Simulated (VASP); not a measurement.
# Na (P6_3/mmc) in VASP: notebook, part 4 of 4

VASP 6.6.1.

**6. Single point, PBEsol+D3(BJ)**

This run uses another cell than the first one, of 37.81 Å³/atom, 1.143 times its volume.

Contents of INCAR:

```
SYSTEM = Na
  PREC = Accurate
  ENCUT = 520
  EDIFF = 1E-7
  ISMEAR = -1
  SIGMA = 0.05
  LREAL = .FALSE.
  LASPH = .TRUE.
  NELM = 60
  ALGO = Normal
  ISIF = 2
  LWAVE = .FALSE.
  LCHARG = .FALSE.
  GGA = PS
  IVDW = 12
  NBANDS = 14
```

Contents of KPOINTS:

```
Automatic mesh
0
G
  8 8 5
  0 0 0
```

Contents of POSCAR:

```
Na
1.0
    3.7670000000      0.0000000000      0.0000000000
   -1.8835000000      3.2623176961      0.0000000000
    0.0000000000      0.0000000000      6.1540000000
Na
2
Direct
    0.6666666667      0.3333333333      0.7500000000
    0.3333333333      0.6666666667      0.2500000000
```

Potentials or basis: VASP PAW PBE potentials, release 64 (Na_pv).

Command:

```
$ cat potpaw_PBE.64/Na_pv/POTCAR > POTCAR
$ mpirun -np 1 vasp_std > vasp.out
```

OUTCAR:

```text
SYSTEM = Na
   PREC = Accurate
   ENCUT = 520
   EDIFF = 1E-7
   ISMEAR = -1
   LREAL = .FALSE.
   LASPH = .TRUE.
   NELM = 60
   ISIF = 2
   GGA = PS
   IVDW = 12
 IVDW          = 12

 ion  position               nearest neighbor table
   1  0.667  0.333  0.750-
   2  0.333  0.667  0.250-

  LATTYP: Found a hexagonal cell.
 ALAT       =     3.7670000000
 C/A-ratio  =     1.6336607380

  Lattice vectors:

 A1 = (   3.7670000000,   0.0000000000,   0.0000000000)
 A2 = (  -1.8835000000,   3.2623176961,   0.0000000000)
 A3 = (   0.0000000000,   0.0000000000,   6.1540000000)

Analysis of symmetry for initial positions (statically):
=====================================================================
 Subroutine PRICEL returns:
 Original cell was already a primitive cell.

 Routine SETGRP: Setting up the symmetry group for a
 hexagonal supercell.

 Subroutine GETGRP returns: Found 24 space group operations
 (whereof 12 operations were pure point group operations)
 out of a pool of 24 trial point group operations.

The static configuration has the point symmetry D_3d.
 The point group associated with its full space group is D_6h.

Analysis of symmetry for dynamics (positions and initial velocities):
=====================================================================
 Subroutine PRICEL returns:
 Original cell was already a primitive cell.

 Routine SETGRP: Setting up the symmetry group for a
 hexagonal supercell.

 Subroutine GETGRP returns: Found 24 space group operations
 (whereof 12 operations were pure point group operations)
 out of a pool of 24 trial point group operations.

The dynamic configuration has the point symmetry D_3d.
 The point group associated with its full space group is D_6h.

 Subroutine INISYM returns: Found 24 space group operations
 (whereof 12 operations are pure point group operations),
 and found     1 'primitive' translations

----------------------------------------------------------------------------------------

                                     Primitive cell

  volume of cell :      75.6274

  direct lattice vectors                    reciprocal lattice vectors
     3.767000000  0.000000000  0.000000000     0.265463233  0.153265269  0.000000000
    -1.883500000  3.262317696  0.000000000     0.000000000  0.306530538  0.000000000
     0.000000000  0.000000000  6.154000000     0.000000000  0.000000000  0.162495938

  length of vectors
     3.767000000  3.767000000  6.154000000     0.306530538  0.306530538  0.162495938

  position of ions in fractional coordinates (direct lattice)
     0.666666667  0.333333333  0.750000000
     0.333333333  0.666666667  0.250000000

  ion indices of the primitive-cell ions
   primitive index   ion index
                 1           1
                 2           2

----------------------------------------------------------------------------------------

 KPOINTS: Automatic mesh

Automatic generation of k-mesh.
 Grid dimensions read from file:
 generate k-points for:    8    8    5

 Generating k-lattice:

  Cartesian coordinates                     Fractional coordinates (reciprocal lattice)
[... 40 lines left out ...]
  0.375000 -0.000000  0.400000     12.000000
 [... further k-points ...]
   k-points           NKPTS =     30   k-points in BZ     NKDIM =     30   number of bands    NBANDS=     14
   number of dos      NEDOS =    301   number of ions     NIONS =      2
   total plane-waves  NPLWV =  37632
   dimension x,y,z NGX =    28 NGY =   28 NGZ =   48
   dimension x,y,z NGXF=    56 NGYF=   56 NGZF=   96
   ions per type =               2
   NGX,Y,Z   is equivalent  to a cutoff of  12.36, 12.36, 12.97 a.u.
   NGXF,Y,Z  is equivalent  to a cutoff of  24.71, 24.71, 25.93 a.u.
 SYSTEM =  Na
   PREC   = accura    normal or accurate (medium, high low for compatibility)
   ISTART =      0    job   : 0-new  1-cont  2-samecut
   ICHARG =      2    charge: 1-file 2-atom 10-const
   ISPIN  =      1    spin polarized calculation?
   LNONCOLLINEAR =      F non collinear calculations
   LSORBIT =      F    spin-orbit coupling
   LASPH  =      T    aspherical Exc in radial PAW
   ENCUT  =  520.0 eV  38.22 Ry    6.18 a.u.   7.00  7.00 11.44*2*pi/ulx,y,z
   NELM   =     60;   NELMIN=  2; NELMDL= -5     # of ELM steps
   EDIFF  = 0.1E-06   stopping-criterion for ELM
   LREAL  =      F    real-space projection
   EDIFFG = 0.1E-05   stopping-criterion for IOM
   NSW    =      0    number of steps for IOM
   IBRION =     -1    ionic relax: 0-MD 1-quasi-New 2-CG
   NFREE  =      0    steps in history (QN), initial steepest desc. (CG)
   ISIF   =      2    stress and relaxation
   ISYM   =      2    0-nonsym 1-usesym 2-fastsym
   POTIM  = 0.5000    time-step for ionic-motion
   TEBEG  =    0.0;   TEEND  =   0.0 temperature during run
   PSTRESS=    0.0 pullay stress
   NELECT =      14.0000    total number of electrons
   NUPDOWN=      -1.0000    fix difference up-down
   EMIN   =  10.00;   EMAX   =-10.00  energy-range for DOS
   EFERMI =   0.00;   METHOD = LEGACY
   ISMEAR =    -1;   SIGMA  =   0.05  broadening in eV -4-tet -1-fermi 0-gaus
   EFERMI_NEDOS =   21; number of points for ismear=-14 and -15
   IALGO  =     38    algorithm
   IMIX   =      4    mixing-type and parameters
     AMIX     =   0.40;   BMIX     =  1.00
     AMIX_MAG =   1.60;   BMIX_MAG =  1.00
  volume/ion in A,a.u.               =      37.81       255.18
  Fermi-wavevector in a.u.,A,eV,Ry     =   0.933020  1.763153 11.844235  0.870527
  Thomas-Fermi vector in A             =   2.059678
   LORBIT       =      0    0 simple, 1 ext, 2 COOP (PROOUT), +10 PAW based schemes
   GGA     = PS    functional components
   LHFCALC =     F    Hartree Fock is set to
   AEXX    =    0.0000 exact exchange contribution
   IVDW    =    12    specifies the selected vdW correction
   LEPSILON=     F    determine dielectric tensor
   LRPA    =     F    only Hartree local field effects (RPA)
 non-spin polarized calculation
  energy-cutoff  :      520.00
  volume of cell :       75.63
 maximum number of plane-waves:      2059
 NGX is ok and might be reduce to    28
   NGX = 13   NGY = 13   NGZ = 23

 number of electron      14.0000011 magnetization

 Free energy of the ion-electron system (eV)
  ---------------------------------------------------
  ext. energy  EPLUGINS =         0.00000000
  ---------------------------------------------------
  free energy    TOTEN  =        -2.79698090 eV

  energy without entropy =       -2.79031516  energy(sigma->0) =       -2.79364803

 E-fermi :   0.2038     XC(G=0):  -6.4485

 val. band max:        0.0539441132   @ k =   0.3750   0.1250   0.2000
 cond. band min:       0.2235214920   @ k =   0.1250   0.1250   0.2000
 fundamental gap:      0.1695773787
 Fermi energy:         0.2037571709

 k-point     1 :       0.0000    0.0000    0.0000
  band No.  band energies     occupation
      1     -24.5795      2.00000
      2     -24.5511      2.00000
      3     -24.5511      2.00000
      4     -24.5465      2.00000
      5     -24.5465      2.00000
      6     -24.5465      2.00000
      7      -2.9872      2.00000
      8       0.7912      0.00002
      9       1.1961      0.00000
     10      10.1200      0.00000
     11      10.1200      0.00000
     12      10.4640      0.00000
     13      10.4640      0.00000
     14      10.6104      0.00000
[... 377 lines left out ...]
      1     -24.5756      2.00000
      2     -24.5734      2.00000
      3     -24.5578      2.00000
      4     -24.5551      2.00000
      5     -24.5538      2.00000
      6     -24.5529      2.00000
      7      -0.3433      1.99996
      8       0.4288      0.02195
      9       3.1010      0.00000
     10       3.8430      0.00000
     11       6.4377      0.00000
     12       8.0190      0.00000
     13       8.0265      0.00000
     14       8.6948      0.00000

 [... further k-points ...]

------------------------ aborting loop because EDIFF is reached ----------------------------------------

 Edisp (eV)   -0.30223

 E8    (eV) :    -0.2138

  FORCE on cell =-STRESS in cart. coord.  units (eV):
  Direction    XX          YY          ZZ          XY          YZ          ZX
  --------------------------------------------------------------------------------------
  -------------------------------------------------------------------------------------
  Total      -0.40852    -0.40852    -0.51936     0.00000     0.00000     0.00000
  in kB      -8.65459    -8.65459   -11.00269     0.00000     0.00000     0.00000
  external pressure =       -9.44 kB  Pullay stress =        0.00 kB

 VOLUME and BASIS-vectors are now :
 -----------------------------------------------------------------------------
  energy-cutoff  :      520.00
  volume of cell :       75.63
      direct lattice vectors                 reciprocal lattice vectors
     3.767000000  0.000000000  0.000000000     0.265463233  0.153265269  0.000000000
    -1.883500000  3.262317696  0.000000000     0.000000000  0.306530538  0.000000000
     0.000000000  0.000000000  6.154000000     0.000000000  0.000000000  0.162495938

 POSITION                                       TOTAL-FORCE (eV/Angst)
 -----------------------------------------------------------------------------------
      1.88350      1.08744      4.61550        -0.000000      0.000000      0.000000
     -0.00000      2.17488      1.53850         0.000000     -0.000000      0.000000
 -----------------------------------------------------------------------------------
    total drift:                                0.000000     -0.000000      0.000000

  FREE ENERGIE OF THE ION-ELECTRON SYSTEM (eV)
  ---------------------------------------------------
  free  energy   TOTEN  =        -3.0992089474 eV

  energy  without entropy=       -3.0925432066  energy(sigma->0) =       -3.09587608
```

stdout:

```text
POSCAR found type information on POSCAR Na
 POSCAR found :  1 types and       2 ions
 scaLAPACK will be used
 -----------------------------------------------------------------------------
|                                                                             |
|                                                                             |
|     You enforced a specific xc type in the INCAR file but a different       |
|     I HOPE YOU KNOW WHAT YOU ARE DOING!                                     |
|                                                                             |
 -----------------------------------------------------------------------------

 LDA part: xc-table for (Slater+PW92), standard interpolation
 POSCAR, INCAR and KPOINTS ok, starting setup
 FFT: planning ... GRIDC
 FFT: planning ... GRID_SOFT
 FFT: planning ... GRID
 WAVECAR not read
 entering main loop
```

It took 14 s on 1 thread of AMD EPYC 9R45 (Zen 5), shared host; peak memory 0.16 GiB.

What came out:

```
Free energy                : -3.0992 eV
Pressure                   : -0.9 GPa
Band gap on the k mesh     : zero (band 7 reaches 1.67 eV, above the bottom of band 8 at -1.53 eV)
Dispersion energy per atom : -0.151 eV
```

Stress tensor (GPa, compression positive):
```
-0.87  0.00  0.00
 0.00 -0.87  0.00
 0.00  0.00 -1.10
```

Caveat: three body term missing; the PAW data sets were made with another functional, which shifts forces and pressure a little; pairwise dispersion overbinds metals, which lowers pressure and volume.

**7. The runs side by side**

```tsv
level	cell	gap on the mesh (eV)	pressure (GPa)
PBEsol+D3(BJ)	a = 3.624, b = 3.624, c = 5.816 Å, angles 90.0, 90.0, 120.0°, 2 atoms	none	0.0
PBEsol+D3(BJ)	a = 3.633, b = 3.633, c = 5.827 Å, angles 90.0, 90.0, 120.0°, 2 atoms	none	-0.1
PBEsol	a = 3.738, b = 3.738, c = 5.997 Å, angles 90.0, 90.0, 120.0°, 2 atoms	none	0.0
PBEsol+D4	a = 3.731, b = 3.731, c = 5.986 Å, angles 90.0, 90.0, 120.0°, 2 atoms	none	0.0
PBEsol+D3(BJ)	a = 3.767, b = 3.767, c = 6.154 Å, angles 90.0, 90.0, 120.0°, 2 atoms	none	-0.9
```

Alike in all rows: task single point; potentials or basis VASP PAW PBE potentials, release 64 (Na_pv); no spin polarisation; k mesh 8 × 8 × 5; cutoff (eV) 520; smearing fermi-dirac 0.05 eV.

Caveats: the PAW data sets were made with another functional, which shifts forces and pressure a little; pairwise dispersion overbinds metals, which lowers pressure and volume (some runs); three body term missing (some runs).

Absolute energies hang on the potentials; compare differences alone.
